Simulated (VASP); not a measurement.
Write the native input for VASP 6.6.1 that does the following.

* Task: single point
* Functional: LDA
* Potentials or basis: VASP PAW LDA potentials, release 64 (Ti_sv)
* Cutoff: 520 eV
* k mesh: 19 × 19 × 19
* Occupations: fermi-dirac, width 0.08 eV
* Spin: no spin polarisation
* Dipole correction: no
* Further INCAR settings: ALGO = Normal; EDIFF = 1e-06; NBANDS = 12

The structure of Ti lies in POSCAR:

```
Ti
1.0
   -1.4451961343      1.4451961343      1.4451961343
    1.4451961343     -1.4451961343      1.4451961343
    1.4451961343      1.4451961343     -1.4451961343
Ti
1
Direct
    0.0000000000      0.0000000000      0.0000000000
```

This cell differs from its parent crystal: volume scaled by 0.76.

The input as run:

INCAR

```
SYSTEM = Ti
ALGO = Normal
EDIFF = 1E-6
ENCUT = 520
ISIF = 2
ISMEAR = -1
LASPH = .TRUE.
LCHARG = .FALSE.
LREAL = .FALSE.
LWAVE = .FALSE.
NBANDS = 12
NELM = 60
PREC = Accurate
SIGMA = 0.08
```

KPOINTS

```
k-points
0
G
  19 19 19
  0 0 0
```

Potentials or basis: VASP PAW LDA potentials, release 64 (Ti_sv).

Command:

```bash
$ cat potpaw_LDA.64/Ti_sv/POTCAR > POTCAR
$ mpirun -np 1 vasp_std > vasp.out
```

It gave:

- Pressure: 48.6 GPa
- Band gap on the k mesh: zero (band 6 reaches 13.39 eV, above the bottom of band 7 at 11.33 eV)

Run time: 22 s on 1 thread of Intel(R) Xeon(R) Platinum 8259CL CPU @ 2.50GHz (Skylake/Cascade Lake), with other jobs on the host, peak memory 0.14 GiB.
